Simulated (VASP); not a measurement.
# Zr2Mo (P-3m1) in VASP: relaxation of cell and atoms with PBE

Aim: the relaxation of cell and atoms of Zr2Mo with PBE.

Program: VASP 6.6.1. These are calculated values, not measurements. Logs are shortened: lines on timing, memory, paths and dates and some standing lists are left out, and cuts for length are marked.

### 1 The cell of the first run

Symmetry: P-3m1, No. 164, trigonal system. Conventional cell: a = 4.705 Å, b = 4.705 Å, c = 3.127 Å, α = 90.00°, β = 90.00°, γ = 120.00°. Within 3.8 Å of Zr (site symmetry 3m) lie 6 Mo at 2.86 to 3.52 Å and 8 Zr at 3.04 to 3.24 Å. Within 3.8 Å of Mo (site symmetry -3m) lie 12 Zr at 2.86 to 3.52 Å and 2 Mo at 3.13 Å.

### 2 Relaxation of cell and atoms, PBE

Contents of INCAR:

```
PREC = Accurate
ENCUT = 600
EDIFF = 1E-6
ISMEAR = 0
SIGMA = 0.1
LREAL = False
LASPH = True
NELM = 80
ALGO = Fast
ISIF = 3
LWAVE = False
LCHARG = False
GGA = PE
IBRION = 2
NSW = 100
EDIFFG = -0.01
```

Contents of KPOINTS:

```
Automatic mesh
0
Gamma
  12 12 14
```

Contents of POSCAR:

```
Zr2Mo
1.0
    4.7046922601      0.0000000000      0.0000000000
   -2.3523461301      4.0743830143      0.0000000000
    0.0000000000      0.0000000000      3.1265474392
Zr Mo
2 1
Direct
    0.3333333333      0.6666666667      0.2834213635
    0.6666666667      0.3333333333      0.7165786365
    0.0000000000      0.0000000000      0.0000000000
```

Potentials or basis: VASP PAW PBE potentials, release 64 (Zr_sv, Mo_sv).

The run is started by

```
$ cat potpaw_PBE.64/Zr_sv/POTCAR potpaw_PBE.64/Mo_sv/POTCAR > POTCAR
$ mpirun -np 1 vasp_std > vasp.out
```

OUTCAR:

```text
PREC = Accurate
   ENCUT = 600
   EDIFF = 1E-6
   ISMEAR = 0
   LREAL = False
   LASPH = True
   NELM = 80
   ISIF = 3
   GGA = PE
   IBRION = 2
   NSW = 100
   EDIFFG = -0.01

 ion  position               nearest neighbor table
   1  0.333  0.667  0.283-   3 2.86   3 2.86   3 2.86   2 3.04   2 3.04   2 3.04   2 3.24   2 3.24
                             2 3.24   3 3.52   3 3.52   3 3.52
   2  0.667  0.333  0.717-   3 2.86   3 2.86   3 2.86   1 3.04   1 3.04   1 3.04   1 3.24   1 3.24
                             1 3.24   3 3.52   3 3.52   3 3.52
   3  0.000  0.000  0.000-   1 2.86   2 2.86   2 2.86   1 2.86   2 2.86   1 2.86   2 3.52   1 3.52
                             2 3.52   1 3.52   2 3.52   1 3.52

  LATTYP: Found a hexagonal cell.
 ALAT       =     4.7046922601
 C/A-ratio  =     0.6645593944

  Lattice vectors:

 A1 = (   4.7046922601,   0.0000000000,   0.0000000000)
 A2 = (  -2.3523461301,   4.0743830143,   0.0000000000)
 A3 = (   0.0000000000,   0.0000000000,   3.1265474392)

Analysis of symmetry for initial positions (statically):
=====================================================================
 Subroutine PRICEL returns:
 Original cell was already a primitive cell.

 Routine SETGRP: Setting up the symmetry group for a
 hexagonal supercell.

 Subroutine GETGRP returns: Found 12 space group operations
 (whereof 12 operations were pure point group operations)
 out of a pool of 24 trial point group operations.

The static configuration has the point symmetry D_3d.

Analysis of symmetry for dynamics (positions and initial velocities):
=====================================================================
 Subroutine PRICEL returns:
 Original cell was already a primitive cell.

 Routine SETGRP: Setting up the symmetry group for a
 hexagonal supercell.

 Subroutine GETGRP returns: Found 12 space group operations
 (whereof 12 operations were pure point group operations)
 out of a pool of 24 trial point group operations.

The dynamic configuration has the point symmetry D_3d.

 Subroutine INISYM returns: Found 12 space group operations
 (whereof 12 operations are pure point group operations),
 and found     1 'primitive' translations

----------------------------------------------------------------------------------------

                                     Primitive cell

  volume of cell :      59.9319

  direct lattice vectors                    reciprocal lattice vectors
     4.704692260  0.000000000  0.000000000     0.212553754  0.122717967  0.000000000
    -2.352346130  4.074383014  0.000000000     0.000000000  0.245435934  0.000000000
     0.000000000  0.000000000  3.126547439     0.000000000  0.000000000  0.319841621

  length of vectors
     4.704692260  4.704692260  3.126547439     0.245435934  0.245435934  0.319841621

  position of ions in fractional coordinates (direct lattice)
     0.333333333  0.666666667  0.283421363
     0.666666667  0.333333333  0.716578637
     0.000000000  0.000000000  0.000000000

  ion indices of the primitive-cell ions
   primitive index   ion index
                 1           1
                 2           2
                 3           3

----------------------------------------------------------------------------------------

 KPOINTS: Automatic mesh

Automatic generation of k-mesh.
 Grid dimensions read from file:
 generate k-points for:   12   12   14

 Generating k-lattice:

  Cartesian coordinates                     Fractional coordinates (reciprocal lattice)
     0.017712813  0.010226497  0.000000000     0.083333333  0.000000000  0.000000000
     0.000000000  0.020452994  0.000000000     0.000000000  0.083333333  0.000000000
     0.000000000  0.000000000  0.022845830     0.000000000  0.000000000  0.071428571

  Length of vectors
     0.020452994  0.020452994  0.022845830

  Shift w.r.t. Gamma in fractional coordinates (k-lattice)
     0.000000000  0.000000000  0.000000000

 Subroutine IBZKPT returns following result:
 ===========================================

 Found    224 irreducible k-points:

 Following reciprocal coordinates:
            Coordinates               Weight
  0.000000  0.000000  0.000000      1.000000
  0.083333  0.000000  0.000000      6.000000
  0.166667  0.000000  0.000000      6.000000
  0.250000  0.000000  0.000000      6.000000
  0.333333  0.000000  0.000000      6.000000
  0.416667 -0.000000  0.000000      6.000000
[... 16 lines left out ...]
  0.166667  0.000000  0.071429      6.000000
  0.000000  0.166667  0.071429      6.000000
 [... further k-points ...]
   k-points           NKPTS =    224   k-points in BZ     NKDIM =    224   number of bands    NBANDS=     23
   number of dos      NEDOS =    301   number of ions     NIONS =      3
   total plane-waves  NPLWV =  44800
   dimension x,y,z NGX =    40 NGY =   40 NGZ =   28
   dimension x,y,z NGXF=    80 NGYF=   80 NGZF=   56
   ions per type =               2   1
   NGX,Y,Z   is equivalent  to a cutoff of  14.13, 14.13, 14.89 a.u.
   NGXF,Y,Z  is equivalent  to a cutoff of  28.27, 28.27, 29.78 a.u.
 SYSTEM =  unknown system
   PREC   = accura    normal or accurate (medium, high low for compatibility)
   ISTART =      0    job   : 0-new  1-cont  2-samecut
   ICHARG =      2    charge: 1-file 2-atom 10-const
   ISPIN  =      1    spin polarized calculation?
   LNONCOLLINEAR =      F non collinear calculations
   LSORBIT =      F    spin-orbit coupling
   LASPH  =      T    aspherical Exc in radial PAW
   ENCUT  =  600.0 eV  44.10 Ry    6.64 a.u.   9.40  9.40  6.24*2*pi/ulx,y,z
   NELM   =     80;   NELMIN=  2; NELMDL= -5     # of ELM steps
   EDIFF  = 0.1E-05   stopping-criterion for ELM
   LREAL  =      F    real-space projection
   EDIFFG = -.1E-01   stopping-criterion for IOM
   NSW    =    100    number of steps for IOM
   IBRION =      2    ionic relax: 0-MD 1-quasi-New 2-CG
   NFREE  =      1    steps in history (QN), initial steepest desc. (CG)
   ISIF   =      3    stress and relaxation
   ISYM   =      2    0-nonsym 1-usesym 2-fastsym
   POTIM  = 0.5000    time-step for ionic-motion
   TEBEG  =    0.0;   TEEND  =   0.0 temperature during run
   PSTRESS=    0.0 pullay stress
   NELECT =      38.0000    total number of electrons
   NUPDOWN=      -1.0000    fix difference up-down
   EMIN   =  10.00;   EMAX   =-10.00  energy-range for DOS
   EFERMI =   0.00;   METHOD = LEGACY
   ISMEAR =     0;   SIGMA  =   0.10  broadening in eV -4-tet -1-fermi 0-gaus
   EFERMI_NEDOS =   21; number of points for ismear=-14 and -15
   IALGO  =     68    algorithm
   IMIX   =      4    mixing-type and parameters
     AMIX     =   0.40;   BMIX     =  1.00
     AMIX_MAG =   1.60;   BMIX_MAG =  1.00
  volume/ion in A,a.u.               =      19.98       134.81
  Fermi-wavevector in a.u.,A,eV,Ry     =   1.406425  2.657758 26.912760  1.978032
  Thomas-Fermi vector in A             =   2.528787
   LORBIT       =      0    0 simple, 1 ext, 2 COOP (PROOUT), +10 PAW based schemes
   GGA     = PE    functional components
   LHFCALC =     F    Hartree Fock is set to
   AEXX    =    0.0000 exact exchange contribution
   IVDW    =     0    specifies the selected vdW correction
   LEPSILON=     F    determine dielectric tensor
   LRPA    =     F    only Hartree local field effects (RPA)
 conjugate gradient relaxation of ions
 non-spin polarized calculation
 RMM-DIIS sequential band-by-band and
 Gauss-broadening in eV      SIGMA  =   0.10
  energy-cutoff  :      600.00
  volume of cell :       59.93
 maximum number of plane-waves:      2035
 NGX is ok and might be reduce to    40
   NGX = 19   NGY = 19   NGZ = 13

--------------------------------------- Ionic step        1  -------------------------------------------

 number of electron      38.0000002 magnetization

 Free energy of the ion-electron system (eV)
  ---------------------------------------------------
  ext. energy  EPLUGINS =         0.00000000
  ---------------------------------------------------
  free energy    TOTEN  =       -27.88728543 eV

  energy without entropy =      -27.87158832  energy(sigma->0) =      -27.87943688

------------------------ aborting loop because EDIFF is reached ----------------------------------------

  FORCE on cell =-STRESS in cart. coord.  units (eV):
  Direction    XX          YY          ZZ          XY          YZ          ZX
  --------------------------------------------------------------------------------------
  -------------------------------------------------------------------------------------
  Total        0.1121754      0.1121754      0.1049066     -0.0000000      0.0000000      0.0000000
  in kB        2.9988175      2.9988175      2.8044980     -0.0000000      0.0000000      0.0000000
  external PRESSURE =       2.9340443 kB  Pullay stress =       0.0000000 kB

 VOLUME and BASIS-vectors are now :
 -----------------------------------------------------------------------------
  energy-cutoff  :      600.00
  volume of cell :       59.93
      direct lattice vectors                 reciprocal lattice vectors
     4.704692260  0.000000000  0.000000000     0.212553754  0.122717967  0.000000000
    -2.352346130  4.074383014  0.000000000     0.000000000  0.245435934  0.000000000
     0.000000000  0.000000000  3.126547439     0.000000000  0.000000000  0.319841621
[... 75 lines left out ...]
 POSITION                                       TOTAL-FORCE (eV/Angst)
 -----------------------------------------------------------------------------------
     -0.00000      2.71837      0.88720        -0.000000      0.000000      0.012432
      2.35417      1.35918      2.24162         0.000000     -0.000000     -0.012432
     -0.00000      0.00000      0.00000         0.000000     -0.000000      0.000000
 -----------------------------------------------------------------------------------
    total drift:                                0.000000     -0.000000      0.000000

  FREE ENERGIE OF THE ION-ELECTRON SYSTEM (eV)
  ---------------------------------------------------
  free  energy   TOTEN  =       -27.8874187281 eV

  energy  without entropy=      -27.8716653327  energy(sigma->0) =      -27.87954203

--------------------------------------- Ionic step        4  -------------------------------------------

 number of electron      38.0000002 magnetization

 Free energy of the ion-electron system (eV)
  ---------------------------------------------------
  ext. energy  EPLUGINS =         0.00000000
  ---------------------------------------------------
  free energy    TOTEN  =       -27.88743002 eV

  energy without entropy =      -27.87167082  energy(sigma->0) =      -27.87955042

 E-fermi :   9.8390     XC(G=0): -11.8475

 val. band max:        9.8367501802   @ k =  -0.1667   0.4167   0.2857
 cond. band min:       9.8404644162   @ k =  -0.0833   0.3333   0.2857
 fundamental gap:      0.0037142360
 Fermi energy:         9.8389545758

 k-point     1 :       0.0000    0.0000    0.0000
  band No.  band energies     occupation
      1     -50.2902      2.00000
      2     -38.4543      2.00000
      3     -38.2619      2.00000
      4     -24.3985      2.00000
      5     -24.3985      2.00000
      6     -24.3009      2.00000
[... 15 lines left out ...]
     22      11.2896      0.00000
     23      12.3745      0.00000
[... 575 lines left out ...]
      1     -50.2890      2.00000
      2     -38.4389      2.00000
      3     -38.2723      2.00000
      4     -24.3985      2.00000
      5     -24.3941      2.00000
      6     -24.3147      2.00000
[... 15 lines left out ...]
     22      11.4535      0.00000
     23      12.0537      0.00000

 [... further k-points ...]

------------------------ aborting loop because EDIFF is reached ----------------------------------------

  FORCE on cell =-STRESS in cart. coord.  units (eV):
  Direction    XX          YY          ZZ          XY          YZ          ZX
  --------------------------------------------------------------------------------------
  -------------------------------------------------------------------------------------
  Total       -0.0197883     -0.0197883     -0.0123789      0.0000000     -0.0000000      0.0000000
  in kB       -0.5278400     -0.5278400     -0.3301996      0.0000000     -0.0000000      0.0000000
  external PRESSURE =      -0.4619599 kB  Pullay stress =       0.0000000 kB

 VOLUME and BASIS-vectors are now :
 -----------------------------------------------------------------------------
  energy-cutoff  :      600.00
  volume of cell :       60.06
      direct lattice vectors                 reciprocal lattice vectors
     4.708159689 -0.000000000  0.000000000     0.212397214  0.122627589  0.000000000
    -2.354079844  4.077385896 -0.000000000     0.000000000  0.245255177 -0.000000000
    -0.000000000  0.000000000  3.128840367    -0.000000000  0.000000000  0.319607229

 POSITION                                       TOTAL-FORCE (eV/Angst)
 -----------------------------------------------------------------------------------
     -0.00000      2.71826      0.88775        -0.000000      0.000000      0.007109
      2.35408      1.35913      2.24109         0.000000     -0.000000     -0.007109
     -2.35408      4.07739     -0.00000        -0.000000     -0.000000      0.000000
 -----------------------------------------------------------------------------------
    total drift:                                0.000000     -0.000000      0.000000

  FREE ENERGIE OF THE ION-ELECTRON SYSTEM (eV)
  ---------------------------------------------------
  free  energy   TOTEN  =       -27.8874300169 eV

  energy  without entropy=      -27.8716708193  energy(sigma->0) =      -27.87955042

 reached required accuracy - stopping structural energy minimisation
```

It took 32 min on 1 thread of Intel Xeon 8259CL, shared host; peak memory 0.5 GiB.

What came out:

```yaml
Free_energy: -27.8874 eV
Relaxed_volume: 20.02 Å³/atom
Relaxed_cell: a = 4.708 Å, b = 4.708 Å, c = 3.129 Å, α = 90.00°, β = 90.00°, γ = 120.00°
Space_group_after_relaxing_to_0.1_Å: P-3m1 (No. 164)
Energy_gained_by_relaxing: 0.0 meV/atom
Ionic_steps: 4
Pressure_after_relaxing: 0.0 GPa
Largest_force_after_relaxing: 0.007 eV/Å
Band_gap_on_the_k_mesh: zero (bands 19 and 20 overlap by 1.44 eV)
```

Forces on the atoms (eV/Å):
```
Zr   0.000  0.000  0.007
Zr   0.000  0.000 -0.007
Mo   0.000  0.000  0.000
```

The path:
| step | energy change (eV) | largest force (eV/Å) | pressure (GPa) | volume (Å³) |
| --- | --- | --- | --- | --- |
| 1 | 0.0000 | 0.0203 | 0.29 | 59.93 |
| 2 | 0.0001 | 0.0011 | -0.41 | 60.25 |
| 3 | -0.0001 | 0.0124 | -0.01 | 60.07 |
| 4 | -0.0001 | 0.0071 | -0.05 | 60.06 |

Final structure:
```
Zr Mo
1.0
     4.70816    0.00000    0.00000
    -2.35408    4.07739    0.00000
     0.00000    0.00000    3.12884
Zr Mo
2 1
Direct
  0.33333 0.66667 0.28373
  0.66667 0.33333 0.71627
  0.00000 0.00000 0.00000
```
